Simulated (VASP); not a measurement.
# Pt (P3_121) in VASP: relaxation of cell and atoms with PBE

Aim: the relaxation of cell and atoms of Pt with PBE.

All numbers are computed with VASP 6.6.1; they aren't measurements. Logs are shortened: lines on timing, memory, paths and dates and some standing lists are left out, and cuts for length are marked.

## Step 1: The cell of the first run

Symmetry: P3_121, No. 152, trigonal system. Conventional cell: a = 3.666 Å, b = 3.666 Å, c = 4.159 Å, α = 90.00°, β = 90.00°, γ = 120.00°. Within 2.6 Å of Pt (site symmetry 2) lie 2 Pt at 1.99 Å.

## Step 2: Relaxation of cell and atoms, PBE

Contents of INCAR:

```
ALGO = Normal
EDIFF = 1E-7
EDIFFG = -0.04
ENCUT = 570
GGA = PE
GGA_COMPAT = False
IBRION = 2
ISIF = 3
ISMEAR = 0
LASPH = True
LCHARG = False
LREAL = False
LWAVE = False
NELM = 120
NELMIN = 4
NSW = 90
PREC = Accurate
SIGMA = 0.1
```

Contents of KPOINTS:

```
k-points
0
Gamma
  6 6 4
```

Contents of POSCAR:

```
Pt
1.0
    3.6656485145      0.0000000000      0.0000000000
   -1.8328242573      3.1745447349      0.0000000000
    0.0000000000      0.0000000000      4.1588009468
Pt
3
Direct
    0.2254000000      0.0000000000      0.3333333333
    0.0000000000      0.2254000000      0.6666666667
    0.7746000000      0.7746000000      0.0000000000
```

Potentials or basis: VASP PAW PBE potentials, release 64 (Pt_sv_GW).

Started as:

```bash
$ cat potpaw_PBE.64/Pt_sv_GW/POTCAR > POTCAR
$ mpirun -np 1 vasp_std > vasp.out
```

OUTCAR:

```text
EDIFF = 1E-7
   EDIFFG = -0.04
   ENCUT = 570
   GGA = PE
   IBRION = 2
   ISIF = 3
   ISMEAR = 0
   LASPH = True
   LREAL = False
   NELM = 120
   NELMIN = 4
   NSW = 90
   PREC = Accurate

 ion  position               nearest neighbor table
   1  0.225  0.000  0.333-   3 1.99   2 1.99   3 2.88   3 2.88   2 2.88   2 2.88   2 3.12   3 3.12

   2  0.000  0.225  0.667-   3 1.99   1 1.99   3 2.88   3 2.88   1 2.88   1 2.88   1 3.12   3 3.12

   3  0.775  0.775  0.000-   1 1.99   2 1.99   2 2.88   1 2.88   1 2.88   2 2.88   1 3.12   2 3.12

  LATTYP: Found a hexagonal cell.
 ALAT       =     3.6656485145
 C/A-ratio  =     1.1345334749

  Lattice vectors:

 A1 = (   3.6656485145,   0.0000000000,   0.0000000000)
 A2 = (  -1.8328242573,   3.1745447349,   0.0000000000)
 A3 = (   0.0000000000,   0.0000000000,   4.1588009468)

Analysis of symmetry for initial positions (statically):
=====================================================================
 Subroutine PRICEL returns:
 Original cell was already a primitive cell.

 Routine SETGRP: Setting up the symmetry group for a
 hexagonal supercell.

 Subroutine GETGRP returns: Found  6 space group operations
 (whereof  2 operations were pure point group operations)
 out of a pool of 24 trial point group operations.

The static configuration has the point symmetry C_2 .
 The point group associated with its full space group is D_3 .

Analysis of symmetry for dynamics (positions and initial velocities):
=====================================================================
 Subroutine PRICEL returns:
 Original cell was already a primitive cell.

 Routine SETGRP: Setting up the symmetry group for a
 hexagonal supercell.

 Subroutine GETGRP returns: Found  6 space group operations
 (whereof  2 operations were pure point group operations)
 out of a pool of 24 trial point group operations.

The dynamic configuration has the point symmetry C_2 .
 The point group associated with its full space group is D_3 .

 Subroutine INISYM returns: Found  6 space group operations
 (whereof  2 operations are pure point group operations),
 and found     1 'primitive' translations

----------------------------------------------------------------------------------------

                                     Primitive cell

  volume of cell :      48.3950

  direct lattice vectors                    reciprocal lattice vectors
     3.665648514  0.000000000  0.000000000     0.272803024  0.157502899  0.000000000
    -1.832824257  3.174544735  0.000000000     0.000000000  0.315005799  0.000000000
     0.000000000  0.000000000  4.158800947     0.000000000  0.000000000  0.240453922

  length of vectors
     3.665648514  3.665648515  4.158800947     0.315005799  0.315005799  0.240453922

  position of ions in fractional coordinates (direct lattice)
     0.225400000  0.000000000  0.333333333
     0.000000000  0.225400000  0.666666667
     0.774600000  0.774600000  0.000000000

  ion indices of the primitive-cell ions
   primitive index   ion index
                 1           1
                 2           2
                 3           3

----------------------------------------------------------------------------------------

 KPOINTS: k-points

Automatic generation of k-mesh.
 Grid dimensions read from file:
 generate k-points for:    6    6    4

 Generating k-lattice:

  Cartesian coordinates                     Fractional coordinates (reciprocal lattice)
     0.045467171  0.026250483  0.000000000     0.166666667  0.000000000  0.000000000
     0.000000000  0.052500966  0.000000000     0.000000000  0.166666667  0.000000000
     0.000000000  0.000000000  0.060113481     0.000000000  0.000000000  0.250000000

  Length of vectors
     0.052500966  0.052500966  0.060113481

  Shift w.r.t. Gamma in fractional coordinates (k-lattice)
     0.000000000  0.000000000  0.000000000

 Subroutine IBZKPT returns following result:
 ===========================================

 Found     24 irreducible k-points:

 Following reciprocal coordinates:
            Coordinates               Weight
  0.000000  0.000000  0.000000      1.000000
  0.166667 -0.000000  0.000000      6.000000
  0.333333 -0.000000  0.000000      6.000000
  0.500000  0.000000  0.000000      3.000000
  0.166667  0.166667  0.000000      6.000000
  0.333333  0.166667  0.000000     12.000000
[... 16 lines left out ...]
  0.333333  0.166667  0.500000     12.000000
  0.333333  0.333333  0.500000      2.000000
   k-points           NKPTS =     24   k-points in BZ     NKDIM =     24   number of bands    NBANDS=     32
   number of dos      NEDOS =    301   number of ions     NIONS =      3
   total plane-waves  NPLWV =  28800
   dimension x,y,z NGX =    30 NGY =   30 NGZ =   32
   dimension x,y,z NGXF=    60 NGYF=   60 NGZF=   64
   ions per type =               3
   NGX,Y,Z   is equivalent  to a cutoff of  13.61, 13.61, 12.79 a.u.
   NGXF,Y,Z  is equivalent  to a cutoff of  27.21, 27.21, 25.58 a.u.
 SYSTEM =  unknown system
   PREC   = accura    normal or accurate (medium, high low for compatibility)
   ISTART =      0    job   : 0-new  1-cont  2-samecut
   ICHARG =      2    charge: 1-file 2-atom 10-const
   ISPIN  =      1    spin polarized calculation?
   LNONCOLLINEAR =      F non collinear calculations
   LSORBIT =      F    spin-orbit coupling
   LASPH  =      T    aspherical Exc in radial PAW
   ENCUT  =  570.0 eV  41.89 Ry    6.47 a.u.   7.14  7.14  8.10*2*pi/ulx,y,z
   NELM   =    120;   NELMIN=  4; NELMDL= -5     # of ELM steps
   EDIFF  = 0.1E-06   stopping-criterion for ELM
   LREAL  =      F    real-space projection
   EDIFFG = -.4E-01   stopping-criterion for IOM
   NSW    =     90    number of steps for IOM
   IBRION =      2    ionic relax: 0-MD 1-quasi-New 2-CG
   NFREE  =      1    steps in history (QN), initial steepest desc. (CG)
   ISIF   =      3    stress and relaxation
   ISYM   =      2    0-nonsym 1-usesym 2-fastsym
   POTIM  = 0.5000    time-step for ionic-motion
   TEBEG  =    0.0;   TEEND  =   0.0 temperature during run
   PSTRESS=    0.0 pullay stress
   NELECT =      54.0000    total number of electrons
   NUPDOWN=      -1.0000    fix difference up-down
   EMIN   =  10.00;   EMAX   =-10.00  energy-range for DOS
   EFERMI =   0.00;   METHOD = LEGACY
   ISMEAR =     0;   SIGMA  =   0.10  broadening in eV -4-tet -1-fermi 0-gaus
   EFERMI_NEDOS =   21; number of points for ismear=-14 and -15
   IALGO  =     38    algorithm
   IMIX   =      4    mixing-type and parameters
     AMIX     =   0.40;   BMIX     =  1.00
     AMIX_MAG =   1.60;   BMIX_MAG =  1.00
  volume/ion in A,a.u.               =      16.13       108.86
  Fermi-wavevector in a.u.,A,eV,Ry     =   1.698006  3.208767 39.228660  2.883225
  Thomas-Fermi vector in A             =   2.778584
   LORBIT       =      0    0 simple, 1 ext, 2 COOP (PROOUT), +10 PAW based schemes
   GGA     = PE    functional components
   LHFCALC =     F    Hartree Fock is set to
   AEXX    =    0.0000 exact exchange contribution
   IVDW    =     0    specifies the selected vdW correction
   LEPSILON=     F    determine dielectric tensor
   LRPA    =     F    only Hartree local field effects (RPA)
 conjugate gradient relaxation of ions
 non-spin polarized calculation
 Gauss-broadening in eV      SIGMA  =   0.10
  energy-cutoff  :      570.00
  volume of cell :       48.39
 maximum number of plane-waves:      1530
 NGX is ok and might be reduce to    30
   NGX = 15   NGY = 15   NGZ = 17

--------------------------------------- Ionic step        1  -------------------------------------------

 number of electron      54.0000001 magnetization

 Free energy of the ion-electron system (eV)
  ---------------------------------------------------
  ext. energy  EPLUGINS =         0.00000000
  ---------------------------------------------------
  free energy    TOTEN  =        -5.36907561 eV

  energy without entropy =       -5.35628900  energy(sigma->0) =       -5.36268231

 E-fermi :  10.5786     XC(G=0): -13.3331

 val. band max:       10.5733425419   @ k =   0.5000   0.0000   0.2500
 cond. band min:      10.5796676138   @ k =   0.5000   0.0000   0.5000
 fundamental gap:      0.0063250719
 Fermi energy:        10.5785558551

 k-point     1 :       0.0000    0.0000    0.0000
  band No.  band energies     occupation
      1     -89.8585      2.00000
      2     -89.3209      2.00000
      3     -89.3209      2.00000
      4     -45.7000      2.00000
      5     -45.7000      2.00000
      6     -44.8775      2.00000
[... 865 lines left out ...]
--------------------------------------- Ionic step        2  -------------------------------------------

 number of electron      53.9999993 magnetization

 E-fermi :  -2.3340     XC(G=0):  -5.7595

 val. band max:       -2.5284290515   @ k =   0.1667  -0.0000   0.0000
 cond. band min:      -2.1793226602   @ k =   0.0000   0.0000   0.2500
 fundamental gap:      0.3491063914
 Fermi energy:        -2.3339731770

 k-point     1 :       0.0000    0.0000    0.0000
  band No.  band energies     occupation
      1     -98.7845      2.00000
      2     -98.5550      2.00000
      3     -98.5550      2.00000
      4     -53.9366      2.00000
      5     -53.9366      2.00000
      6     -53.7254      2.00000
[... 865 lines left out ...]
--------------------------------------- Ionic step        3  -------------------------------------------

 number of electron      54.0000003 magnetization

 E-fermi :   4.8582     XC(G=0): -11.3789

 val. band max:        4.8445492362   @ k =   0.3333   0.1667   0.5000
 cond. band min:       4.9164925568   @ k =   0.3333   0.3333   0.0000
 fundamental gap:      0.0719433206
 Fermi energy:         4.8581625987

 k-point     1 :       0.0000    0.0000    0.0000
  band No.  band energies     occupation
      1     -92.8073      2.00000
      2     -92.7840      2.00000
      3     -92.7840      2.00000
      4     -47.1393      2.00000
      5     -47.0914      2.00000
      6     -47.0914      2.00000
[... 859 lines left out ...]
  FREE ENERGIE OF THE ION-ELECTRON SYSTEM (eV)
  ---------------------------------------------------
  free  energy   TOTEN  =       -15.4175305704 eV

  energy  without entropy=      -15.3935224516  energy(sigma->0) =      -15.40552651

[... ionic steps 4 to 10 ...]

--------------------------------------- Ionic step       11  -------------------------------------------

 number of electron      54.0000002 magnetization

------------------------ aborting loop because EDIFF is reached ----------------------------------------
[... 69 lines left out ...]
--------------------------------------- Ionic step       13  -------------------------------------------

 number of electron      54.0000003 magnetization

 Free energy of the ion-electron system (eV)
  ---------------------------------------------------
  ext. energy  EPLUGINS =         0.00000000
  ---------------------------------------------------
  free energy    TOTEN  =       -16.81814153 eV

  energy without entropy =      -16.79410114  energy(sigma->0) =      -16.80612133

 E-fermi :   7.9900     XC(G=0): -12.8483

 val. band max:        7.9822510773   @ k =   0.1667   0.1667   0.2500
 cond. band min:       7.9962006721   @ k =   0.1667  -0.0000   0.2500
 fundamental gap:      0.0139495948
 Fermi energy:         7.9899507108

 k-point     1 :       0.0000    0.0000    0.0000
  band No.  band energies     occupation
      1     -90.2501      2.00000
      2     -90.1940      2.00000
      3     -90.1940      2.00000
      4     -44.4880      2.00000
      5     -44.4878      2.00000
      6     -44.4878      2.00000
[... 859 lines left out ...]
  FREE ENERGIE OF THE ION-ELECTRON SYSTEM (eV)
  ---------------------------------------------------
  free  energy   TOTEN  =       -16.8181415252 eV

  energy  without entropy=      -16.7941011367  energy(sigma->0) =      -16.80612133

 reached required accuracy - stopping structural energy minimisation
```

It took 5 min on 1 thread of Intel Xeon Platinum 8559C (Emerald Rapids), shared host; peak memory 0.19 GiB.

What came out:

* Free energy: -16.8181 eV
* Relaxed volume: 17.85 Å³/atom
* Relaxed cell: a = 3.760 Å, b = 3.760 Å, c = 4.374 Å, α = 90.00°, β = 90.00°, γ = 120.00°
* Space group after relaxing (to 0.1 Å): R-3m (No. 166)
* Pressure after relaxing: 0.1 GPa
* Band gap on the k mesh: zero (bands 27 and 28 overlap by 0.81 eV)

Final structure:
```
Pt
1.0
     3.76005    0.00000    0.00000
    -1.88003    3.25630    0.00000
     0.00000    0.00000    4.37423
Pt
3
Cartesian
  -0.6265 3.2563 1.4581
  3.1333 1.0856 2.9162
  1.2533 2.1707 0.0000
```

Caveat: the k points lie up to 0.36 Å⁻¹ apart in the final cell, too coarse for converged energies and pressures of a metal; spin-orbit coupling is left out, which moves the levels of the heavy elements.
